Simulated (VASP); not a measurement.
# LiCl (Fm-3m) in VASP: single point with PBE

Aim: the single point of LiCl with PBE.

Program: VASP 6.6.1. These are calculated values, not measurements. Logs are shortened: lines on timing, memory, paths and dates and some standing lists are left out, and cuts for length are marked.

### Step 1. The cell of the first run

The structure is cubic, space group Fm-3m (No. 225). Conventional cell: a = 5.084 Å, b = 5.084 Å, c = 5.084 Å, α = 90.00°, β = 90.00°, γ = 90.00°. Li (site symmetry m-3m) has 6 Cl at 2.54 Å within 3.4 Å. Cl (site symmetry m-3m) has 6 Li at 2.54 Å within 3.4 Å.

### Step 2. Single point, PBE

Input file INCAR:

```
SYSTEM = LiCl
PREC = Accurate ; ENCUT = 750
EDIFF = 1E-6 ; ISMEAR = 0
SIGMA = 0.1 ; LREAL = .FALSE.
LASPH = .TRUE. ; NELM = 120
ALGO = Normal ; ISIF = 2
LWAVE = .FALSE. ; LCHARG = .FALSE.
GGA = PE ; NBANDS = 12
GGA_COMPAT = .FALSE.
```

Input file KPOINTS:

```
Automatic mesh
0
G
  6 6 6
  0 0 0
```

Input file POSCAR:

```
LiCl
1.0
    0.0000000000      2.5421223600      2.5421223600
    2.5421223600      0.0000000000      2.5421223600
    2.5421223600      2.5421223600      0.0000000000
Li Cl
1 1
Direct
    0.0000000000      0.0000000000      0.0000000000
    0.5000000000      0.5000000000      0.5000000000
```

Potentials or basis: VASP PAW PBE potentials, release 64 (Li_sv, Cl).

Launch:

```
cat potpaw_PBE.64/Li_sv/POTCAR potpaw_PBE.64/Cl/POTCAR > POTCAR
mpirun -np 1 vasp_std > vasp.out
```

OUTCAR:

```text
SYSTEM = LiCl
   PREC = Accurate
   ENCUT = 750
   EDIFF = 1E-6
   ISMEAR = 0
   LREAL = .FALSE.
   LASPH = .TRUE.
   NELM = 120
   ISIF = 2
   GGA = PE

 ion  position               nearest neighbor table
   1  0.000  0.000  0.000-   2 2.54   2 2.54   2 2.54   2 2.54   2 2.54   2 2.54
   2  0.500  0.500  0.500-   1 2.54   1 2.54   1 2.54   1 2.54   1 2.54   1 2.54

  LATTYP: Found a face centered cubic cell.
 ALAT       =     5.0842447200

  Lattice vectors:

 A1 = (   0.0000000000,   2.5421223600,   2.5421223600)
 A2 = (   2.5421223600,   0.0000000000,   2.5421223600)
 A3 = (   2.5421223600,   2.5421223600,   0.0000000000)

Analysis of symmetry for initial positions (statically):
=====================================================================
 Subroutine PRICEL returns:
 Original cell was already a primitive cell.

 Routine SETGRP: Setting up the symmetry group for a
 face centered cubic supercell.

 Subroutine GETGRP returns: Found 48 space group operations
 (whereof 48 operations were pure point group operations)
 out of a pool of 48 trial point group operations.

The static configuration has the point symmetry O_h .

Analysis of symmetry for dynamics (positions and initial velocities):
=====================================================================
 Subroutine PRICEL returns:
 Original cell was already a primitive cell.

 Routine SETGRP: Setting up the symmetry group for a
 face centered cubic supercell.

 Subroutine GETGRP returns: Found 48 space group operations
 (whereof 48 operations were pure point group operations)
 out of a pool of 48 trial point group operations.

The dynamic configuration has the point symmetry O_h .

 Subroutine INISYM returns: Found 48 space group operations
 (whereof 48 operations are pure point group operations),
 and found     1 'primitive' translations

----------------------------------------------------------------------------------------

                                     Primitive cell

  volume of cell :      32.8564

  direct lattice vectors                    reciprocal lattice vectors
     0.000000000  2.542122360  2.542122360    -0.196686048  0.196686048  0.196686048
     2.542122360  0.000000000  2.542122360     0.196686048 -0.196686048  0.196686048
     2.542122360  2.542122360  0.000000000     0.196686048  0.196686048 -0.196686048

  length of vectors
     3.595103919  3.595103919  3.595103919     0.340670228  0.340670228  0.340670228

  position of ions in fractional coordinates (direct lattice)
     0.000000000  0.000000000  0.000000000
     0.500000000  0.500000000  0.500000000

  ion indices of the primitive-cell ions
   primitive index   ion index
                 1           1
                 2           2

----------------------------------------------------------------------------------------

 KPOINTS: Automatic mesh

Automatic generation of k-mesh.
 Grid dimensions read from file:
 generate k-points for:    6    6    6

 Generating k-lattice:

  Cartesian coordinates                     Fractional coordinates (reciprocal lattice)
    -0.032781008  0.032781008  0.032781008     0.166666667  0.000000000  0.000000000
     0.032781008 -0.032781008  0.032781008     0.000000000  0.166666667  0.000000000
     0.032781008  0.032781008 -0.032781008     0.000000000  0.000000000  0.166666667

  Length of vectors
     0.056778371  0.056778371  0.056778371

  Shift w.r.t. Gamma in fractional coordinates (k-lattice)
     0.000000000  0.000000000  0.000000000

 Subroutine IBZKPT returns following result:
 ===========================================

 Found     16 irreducible k-points:

 Following reciprocal coordinates:
            Coordinates               Weight
  0.000000  0.000000  0.000000      1.000000
  0.166667  0.000000  0.000000      8.000000
  0.333333  0.000000  0.000000      8.000000
  0.500000  0.000000  0.000000      4.000000
  0.166667  0.166667  0.000000      6.000000
  0.333333  0.166667  0.000000     24.000000
[... 8 lines left out ...]
 -0.333333  0.333333  0.166667     24.000000
 -0.333333  0.500000  0.166667     12.000000
   k-points           NKPTS =     16   k-points in BZ     NKDIM =     16   number of bands    NBANDS=     12
   number of dos      NEDOS =    301   number of ions     NIONS =      2
   total plane-waves  NPLWV =  32768
   dimension x,y,z NGX =    32 NGY =   32 NGZ =   32
   dimension x,y,z NGXF=    64 NGYF=   64 NGZF=   64
   ions per type =               1   1
   NGX,Y,Z   is equivalent  to a cutoff of  14.80, 14.80, 14.80 a.u.
   NGXF,Y,Z  is equivalent  to a cutoff of  29.60, 29.60, 29.60 a.u.
 SYSTEM =  LiCl
   PREC   = accura    normal or accurate (medium, high low for compatibility)
   ISTART =      0    job   : 0-new  1-cont  2-samecut
   ICHARG =      2    charge: 1-file 2-atom 10-const
   ISPIN  =      1    spin polarized calculation?
   LNONCOLLINEAR =      F non collinear calculations
   LSORBIT =      F    spin-orbit coupling
   LASPH  =      T    aspherical Exc in radial PAW
   ENCUT  =  750.0 eV  55.12 Ry    7.42 a.u.   8.03  8.03  8.03*2*pi/ulx,y,z
   NELM   =    120;   NELMIN=  2; NELMDL= -5     # of ELM steps
   EDIFF  = 0.1E-05   stopping-criterion for ELM
   LREAL  =      F    real-space projection
   EDIFFG = 0.1E-04   stopping-criterion for IOM
   NSW    =      0    number of steps for IOM
   IBRION =     -1    ionic relax: 0-MD 1-quasi-New 2-CG
   NFREE  =      0    steps in history (QN), initial steepest desc. (CG)
   ISIF   =      2    stress and relaxation
   ISYM   =      2    0-nonsym 1-usesym 2-fastsym
   POTIM  = 0.5000    time-step for ionic-motion
   TEBEG  =    0.0;   TEEND  =   0.0 temperature during run
   PSTRESS=    0.0 pullay stress
   NELECT =      10.0000    total number of electrons
   NUPDOWN=      -1.0000    fix difference up-down
   EMIN   =  10.00;   EMAX   =-10.00  energy-range for DOS
   EFERMI =   0.00;   METHOD = LEGACY
   ISMEAR =     0;   SIGMA  =   0.10  broadening in eV -4-tet -1-fermi 0-gaus
   EFERMI_NEDOS =   21; number of points for ismear=-14 and -15
   IALGO  =     38    algorithm
   IMIX   =      4    mixing-type and parameters
     AMIX     =   0.40;   BMIX     =  1.00
     AMIX_MAG =   1.60;   BMIX_MAG =  1.00
  volume/ion in A,a.u.               =      16.43       110.86
  Fermi-wavevector in a.u.,A,eV,Ry     =   1.101206  2.080977 16.499154  1.212654
  Thomas-Fermi vector in A             =   2.237629
   LORBIT       =      0    0 simple, 1 ext, 2 COOP (PROOUT), +10 PAW based schemes
   GGA     = PE    functional components
   LHFCALC =     F    Hartree Fock is set to
   AEXX    =    0.0000 exact exchange contribution
   IVDW    =     0    specifies the selected vdW correction
   LEPSILON=     F    determine dielectric tensor
   LRPA    =     F    only Hartree local field effects (RPA)
 non-spin polarized calculation
 Gauss-broadening in eV      SIGMA  =   0.10
  energy-cutoff  :      750.00
  volume of cell :       32.86
 maximum number of plane-waves:      1544
   NGX = 17   NGY = 17   NGZ = 17

 number of electron      10.0000001 magnetization

 Free energy of the ion-electron system (eV)
  ---------------------------------------------------
  ext. energy  EPLUGINS =         0.00000000
  ---------------------------------------------------
  free energy    TOTEN  =        -7.37872603 eV

  energy without entropy =       -7.37872603  energy(sigma->0) =       -7.37872603

 E-fermi :   1.3898     XC(G=0):  -8.8460

 val. band max:        0.7814709768   @ k =   0.0000   0.0000   0.0000
 cond. band min:       7.2715572726   @ k =   0.0000   0.0000   0.0000
 fundamental gap:      6.4900862957
 Fermi energy:         1.3897978950

 k-point     1 :       0.0000    0.0000    0.0000
  band No.  band energies     occupation
      1     -42.6875      2.00000
      2     -12.7110      2.00000
      3       0.7815      2.00000
      4       0.7815      2.00000
      5       0.7815      2.00000
      6       7.2716      0.00000
      7      12.7418      0.00000
      8      12.7418      0.00000
      9      12.7418      0.00000
     10      15.4730      0.00000
     11      15.4811      0.00000
     12      15.4818      0.00000

 k-point     2 :       0.1667    0.0000    0.0000
  band No.  band energies     occupation
      1     -42.6868      2.00000
      2     -12.5730      2.00000
      3      -0.1096      2.00000
      4       0.7089      2.00000
      5       0.7089      2.00000
      6       7.9509      0.00000
      7      11.7480      0.00000
      8      12.3309      0.00000
      9      12.3309      0.00000
     10      14.0332      0.00000
     11      14.0332      0.00000
     12      16.1208      0.00000

 k-point     3 :       0.3333    0.0000    0.0000
  band No.  band energies     occupation
      1     -42.6852      2.00000
      2     -12.2713      2.00000
      3      -1.5243      2.00000
      4       0.5754      2.00000
      5       0.5754      2.00000
      6       7.9013      0.00000
      7      10.8469      0.00000
      8      10.8469      0.00000
      9      12.6916      0.00000
     10      15.9524      0.00000
     11      15.9524      0.00000
     12      16.9475      0.00000
[... 166 lines left out ...]
 k-point    15 :      -0.3333    0.3333    0.1667
  band No.  band energies     occupation
      1     -42.6837      2.00000
      2     -11.9174      2.00000
      3      -1.6825      2.00000
      4      -1.0275      2.00000
      5      -0.0385      2.00000
      6       9.7593      0.00000
      7      10.1906      0.00000
      8      11.8180      0.00000
      9      12.0734      0.00000
     10      16.1259      0.00000
     11      17.0007      0.00000
     12      19.3775      0.00000

 k-point    16 :      -0.3333    0.5000    0.1667
  band No.  band energies     occupation
      1     -42.6835      2.00000
      2     -11.8487      2.00000
      3      -1.8559      2.00000
      4      -0.9467      2.00000
      5      -0.3346      2.00000
      6       9.5842      0.00000
      7      10.2106      0.00000
      8      12.2326      0.00000
      9      12.3691      0.00000
     10      15.9144      0.00000
     11      18.1769      0.00000
     12      19.5613      0.00000

------------------------ aborting loop because EDIFF is reached ----------------------------------------

  FORCE on cell =-STRESS in cart. coord.  units (eV):
  Direction    XX          YY          ZZ          XY          YZ          ZX
  --------------------------------------------------------------------------------------
  -------------------------------------------------------------------------------------
  Total        0.2567455      0.2567455      0.2567455     -0.0000000      0.0000000      0.0000000
  in kB       12.5197027     12.5197027     12.5197027     -0.0000000      0.0000000      0.0000000
  external PRESSURE =      12.5197027 kB  Pullay stress =       0.0000000 kB

 VOLUME and BASIS-vectors are now :
 -----------------------------------------------------------------------------
  energy-cutoff  :      750.00
  volume of cell :       32.86
      direct lattice vectors                 reciprocal lattice vectors
     0.000000000  2.542122360  2.542122360    -0.196686048  0.196686048  0.196686048
     2.542122360  0.000000000  2.542122360     0.196686048 -0.196686048  0.196686048
     2.542122360  2.542122360  0.000000000     0.196686048  0.196686048 -0.196686048

 POSITION                                       TOTAL-FORCE (eV/Angst)
 -----------------------------------------------------------------------------------
      0.00000      0.00000      0.00000         0.000000      0.000000      0.000000
      2.54212      2.54212      2.54212        -0.000000     -0.000000     -0.000000
 -----------------------------------------------------------------------------------
    total drift:                               -0.000000     -0.000000      0.000000

  FREE ENERGIE OF THE ION-ELECTRON SYSTEM (eV)
  ---------------------------------------------------
  free  energy   TOTEN  =        -7.3787260274 eV

  energy  without entropy=       -7.3787260274  energy(sigma->0) =       -7.37872603
```

It took 7.4 s on 1 thread of Intel Xeon Platinum 8259CL at 2.50GHz (Skylake/Cascade Lake), shared host; peak memory 0.17 GiB.

What came out:

- Free energy: -7.3787 eV
- Pressure: 1.3 GPa
- Band gap on the k mesh: 6.49 eV
